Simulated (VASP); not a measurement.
# Mn (Pm-3m) in VASP: a series of runs

Runs on Mn. Level: PBEsol. Tasks: single point.

Program: VASP 6.6.1. These are calculated values, not measurements. Logs are shortened: lines on timing, memory, paths and dates and some standing lists are left out, and cuts for length are marked.

### Step 1. The cell of the first run

The structure is cubic, space group Pm-3m (No. 221). Conventional cell: a = 2.159 Å, b = 2.159 Å, c = 2.159 Å, α = 90.00°, β = 90.00°, γ = 90.00°. Mn (site symmetry m-3m) has 6 Mn at 2.16 Å within 2.9 Å.

### Step 2. Single point, PBEsol (volume scaled by 0.88)

INCAR reads:

```
SYSTEM = Mn
PREC = Accurate
ENCUT = 520
EDIFF = 1E-7
ISMEAR = -1
SIGMA = 0.1
LREAL = .False.
LASPH = .True.
NELM = 100
ALGO = Normal
ISIF = 2
LWAVE = .False.
LCHARG = .False.
GGA = PS
NBANDS = 12
```

KPOINTS reads:

```
Automatic mesh
0
Gamma
  16 16 16
  0 0 0
```

POSCAR reads:

```
Mn
1.0
    2.1591934396      0.0000000000      0.0000000000
    0.0000000000      2.1591934396      0.0000000000
    0.0000000000      0.0000000000      2.1591934396
Mn
1
Direct
    0.0000000000      0.0000000000      0.0000000000
```

Potentials or basis: VASP PAW PBE potentials, release 64 (Mn_pv).

On the command line:

```bash
$ cat potpaw_PBE.64/Mn_pv/POTCAR > POTCAR
$ mpirun -np 1 vasp_std > vasp.out
```

OUTCAR:

```text
SYSTEM = Mn
   PREC = Accurate
   ENCUT = 520
   EDIFF = 1E-7
   ISMEAR = -1
   LREAL = .False.
   LASPH = .True.
   NELM = 100
   ISIF = 2
   GGA = PS

 ion  position               nearest neighbor table
   1  0.000  0.000  0.000-

  LATTYP: Found a simple cubic cell.
 ALAT       =     2.1591934396

  Lattice vectors:

 A1 = (   2.1591934396,   0.0000000000,   0.0000000000)
 A2 = (   0.0000000000,   2.1591934396,   0.0000000000)
 A3 = (   0.0000000000,   0.0000000000,   2.1591934396)

Analysis of symmetry for initial positions (statically):
=====================================================================
 Subroutine PRICEL returns:
 Original cell was already a primitive cell.

 Routine SETGRP: Setting up the symmetry group for a
 simple cubic supercell.

 Subroutine GETGRP returns: Found 48 space group operations
 (whereof 48 operations were pure point group operations)
 out of a pool of 48 trial point group operations.

The static configuration has the point symmetry O_h .

Analysis of symmetry for dynamics (positions and initial velocities):
=====================================================================
 Subroutine PRICEL returns:
 Original cell was already a primitive cell.

 Routine SETGRP: Setting up the symmetry group for a
 simple cubic supercell.

 Subroutine GETGRP returns: Found 48 space group operations
 (whereof 48 operations were pure point group operations)
 out of a pool of 48 trial point group operations.

The dynamic configuration has the point symmetry O_h .

 Subroutine INISYM returns: Found 48 space group operations
 (whereof 48 operations are pure point group operations),
 and found     1 'primitive' translations

----------------------------------------------------------------------------------------

                                     Primitive cell

  volume of cell :      10.0664

  direct lattice vectors                    reciprocal lattice vectors
     2.159193440  0.000000000  0.000000000     0.463135901  0.000000000  0.000000000
     0.000000000  2.159193440  0.000000000     0.000000000  0.463135901  0.000000000
     0.000000000  0.000000000  2.159193440     0.000000000  0.000000000  0.463135901

  length of vectors
     2.159193440  2.159193440  2.159193440     0.463135901  0.463135901  0.463135901

  position of ions in fractional coordinates (direct lattice)
     0.000000000  0.000000000  0.000000000

  ion indices of the primitive-cell ions
   primitive index   ion index
                 1           1

----------------------------------------------------------------------------------------

 KPOINTS: Automatic mesh

Automatic generation of k-mesh.
 Grid dimensions read from file:
 generate k-points for:   16   16   16

 Generating k-lattice:

  Cartesian coordinates                     Fractional coordinates (reciprocal lattice)
     0.028945994  0.000000000  0.000000000     0.062500000  0.000000000  0.000000000
     0.000000000  0.028945994  0.000000000     0.000000000  0.062500000  0.000000000
     0.000000000  0.000000000  0.028945994     0.000000000  0.000000000  0.062500000

  Length of vectors
     0.028945994  0.028945994  0.028945994

  Shift w.r.t. Gamma in fractional coordinates (k-lattice)
     0.000000000  0.000000000  0.000000000

 Subroutine IBZKPT returns following result:
 ===========================================

 Found    165 irreducible k-points:

 Following reciprocal coordinates:
            Coordinates               Weight
  0.000000  0.000000  0.000000      1.000000
  0.062500  0.000000  0.000000      6.000000
  0.125000  0.000000  0.000000      6.000000
  0.187500  0.000000  0.000000      6.000000
  0.250000  0.000000  0.000000      6.000000
  0.312500  0.000000  0.000000      6.000000
[... 16 lines left out ...]
  0.437500  0.125000  0.000000     24.000000
  0.500000  0.125000  0.000000     12.000000
 [... further k-points ...]
   k-points           NKPTS =    165   k-points in BZ     NKDIM =    165   number of bands    NBANDS=     12
   number of dos      NEDOS =    301   number of ions     NIONS =      1
   total plane-waves  NPLWV =   4096
   dimension x,y,z NGX =    16 NGY =   16 NGZ =   16
   dimension x,y,z NGXF=    32 NGYF=   32 NGZF=   32
   ions per type =               1
   NGX,Y,Z   is equivalent  to a cutoff of  12.32, 12.32, 12.32 a.u.
   NGXF,Y,Z  is equivalent  to a cutoff of  24.64, 24.64, 24.64 a.u.
 SYSTEM =  Mn
   PREC   = accura    normal or accurate (medium, high low for compatibility)
   ISTART =      0    job   : 0-new  1-cont  2-samecut
   ICHARG =      2    charge: 1-file 2-atom 10-const
   ISPIN  =      1    spin polarized calculation?
   LNONCOLLINEAR =      F non collinear calculations
   LSORBIT =      F    spin-orbit coupling
   LASPH  =      T    aspherical Exc in radial PAW
   ENCUT  =  520.0 eV  38.22 Ry    6.18 a.u.   4.01  4.01  4.01*2*pi/ulx,y,z
   NELM   =    100;   NELMIN=  2; NELMDL= -5     # of ELM steps
   EDIFF  = 0.1E-06   stopping-criterion for ELM
   LREAL  =      F    real-space projection
   EDIFFG = 0.1E-05   stopping-criterion for IOM
   NSW    =      0    number of steps for IOM
   IBRION =     -1    ionic relax: 0-MD 1-quasi-New 2-CG
   NFREE  =      0    steps in history (QN), initial steepest desc. (CG)
   ISIF   =      2    stress and relaxation
   ISYM   =      2    0-nonsym 1-usesym 2-fastsym
   POTIM  = 0.5000    time-step for ionic-motion
   TEBEG  =    0.0;   TEEND  =   0.0 temperature during run
   PSTRESS=    0.0 pullay stress
   NELECT =      13.0000    total number of electrons
   NUPDOWN=      -1.0000    fix difference up-down
   EMIN   =  10.00;   EMAX   =-10.00  energy-range for DOS
   EFERMI =   0.00;   METHOD = LEGACY
   ISMEAR =    -1;   SIGMA  =   0.10  broadening in eV -4-tet -1-fermi 0-gaus
   EFERMI_NEDOS =   21; number of points for ismear=-14 and -15
   IALGO  =     38    algorithm
   IMIX   =      4    mixing-type and parameters
     AMIX     =   0.40;   BMIX     =  1.00
     AMIX_MAG =   1.60;   BMIX_MAG =  1.00
  volume/ion in A,a.u.               =      10.07        67.93
  Fermi-wavevector in a.u.,A,eV,Ry     =   1.782780  3.368966 43.243454  3.178304
  Thomas-Fermi vector in A             =   2.847100
   LORBIT       =      0    0 simple, 1 ext, 2 COOP (PROOUT), +10 PAW based schemes
   GGA     = PS    functional components
   LHFCALC =     F    Hartree Fock is set to
   AEXX    =    0.0000 exact exchange contribution
   IVDW    =     0    specifies the selected vdW correction
   LEPSILON=     F    determine dielectric tensor
   LRPA    =     F    only Hartree local field effects (RPA)
 non-spin polarized calculation
  energy-cutoff  :      520.00
  volume of cell :       10.07
 maximum number of plane-waves:       286
   NGX =  9   NGY =  9   NGZ =  9

 number of electron      13.0000036 magnetization

 Free energy of the ion-electron system (eV)
  ---------------------------------------------------
  ext. energy  EPLUGINS =         0.00000000
  ---------------------------------------------------
  free energy    TOTEN  =        -8.64262088 eV

  energy without entropy =       -8.59247434  energy(sigma->0) =       -8.61754761

 E-fermi :  11.7258     XC(G=0): -14.4622

 val. band max:       11.7125615032   @ k =   0.4375   0.4375   0.0625
 cond. band min:      11.7278553710   @ k =   0.5000   0.2500   0.0000
 fundamental gap:      0.0152938678
 Fermi energy:        11.7258113392

 k-point     1 :       0.0000    0.0000    0.0000
  band No.  band energies     occupation
      1     -35.7538      2.00000
      2     -35.7538      2.00000
      3     -35.7538      2.00000
      4       2.9029      2.00000
      5       7.1521      2.00000
      6       7.1521      2.00000
      7      13.8247      0.00000
      8      13.8247      0.00000
      9      13.8247      0.00000
     10      34.2670      0.00000
     11      34.2670      0.00000
     12      34.2670      0.00000

 k-point     2 :       0.0625    0.0000    0.0000
  band No.  band energies     occupation
      1     -35.8116      2.00000
      2     -35.7488      2.00000
      3     -35.7488      2.00000
      4       3.0505      2.00000
      5       7.1844      2.00000
      6       7.2659      2.00000
      7      13.7211      0.00000
      8      13.7211      0.00000
      9      13.8327      0.00000
     10      32.9089      0.00000
     11      34.4913      0.00000
     12      34.4913      0.00000

 k-point     3 :       0.1250    0.0000    0.0000
  band No.  band energies     occupation
      1     -35.9750      2.00000
      2     -35.7347      2.00000
      3     -35.7347      2.00000
      4       3.4764      2.00000
      5       7.2773      2.00000
      6       7.5988      2.00000
      7      13.4339      0.00000
      8      13.4339      0.00000
      9      13.8555      0.00000
     10      30.3696      0.00000
     11      35.1417      0.00000
     12      35.1417      0.00000
[... 286 lines left out ...]
 k-point    23 :       0.4375    0.1250    0.0000
  band No.  band energies     occupation
      1     -37.1158      2.00000
      2     -35.8345      2.00000
      3     -35.6098      2.00000
      4       7.7208      2.00000
      5       8.4498      2.00000
      6       9.2188      2.00000
      7      11.6270      1.45746
      8      12.9847      0.00001
      9      13.6967      0.00000
     10      20.4099      0.00000
     11      34.3407      0.00000
     12      38.9738      0.00000

 k-point    24 :       0.5000    0.1250    0.0000
  band No.  band energies     occupation
      1     -37.1678      2.00000
      2     -35.8289      2.00000
      3     -35.6049      2.00000
      4       8.0076      2.00000
      5       8.6785      2.00000
      6       8.8839      2.00000
      7      11.5502      1.70535
      8      13.2344      0.00000
      9      13.7067      0.00000
     10      19.9190      0.00000
     11      34.4372      0.00000
     12      39.5498      0.00000

 [... further k-points ...]
[... 5 lines left out ...]
  --------------------------------------------------------------------------------------
  -------------------------------------------------------------------------------------
  Total        2.5407839      2.5407839      2.5407839      0.0000000     -0.0000000      0.0000000
  in kB      404.3930249    404.3930249    404.3930249      0.0000000     -0.0000000      0.0000000
  external PRESSURE =     404.3930249 kB  Pullay stress =       0.0000000 kB

 VOLUME and BASIS-vectors are now :
 -----------------------------------------------------------------------------
  energy-cutoff  :      520.00
  volume of cell :       10.07
      direct lattice vectors                 reciprocal lattice vectors
     2.159193440  0.000000000  0.000000000     0.463135901  0.000000000  0.000000000
     0.000000000  2.159193440  0.000000000     0.000000000  0.463135901  0.000000000
     0.000000000  0.000000000  2.159193440     0.000000000  0.000000000  0.463135901

 POSITION                                       TOTAL-FORCE (eV/Angst)
 -----------------------------------------------------------------------------------
      0.00000      0.00000      0.00000         0.000000      0.000000      0.000000
 -----------------------------------------------------------------------------------
    total drift:                               -0.000000     -0.000000      0.000000

  FREE ENERGIE OF THE ION-ELECTRON SYSTEM (eV)
  ---------------------------------------------------
  free  energy   TOTEN  =        -8.6426208770 eV

  energy  without entropy=       -8.5924743361  energy(sigma->0) =       -8.61754761
```

Run time: 4 s. Hardware: 1 thread of Intel Xeon 6975P-C (Granite Rapids), shared host; peak memory 0.13 GiB.

Results:

```yaml
Free_energy: -8.6426 eV
Pressure: 40.4 GPa
```

Caveat: the PAW data sets were made with another functional, which shifts forces and pressure a little; the run has no spin polarisation, though such a crystal can be magnetic. Spin polarisation is off, so any magnetic state and its effect on volume and gap are missing.

(Part 1 of 2 ends here.)
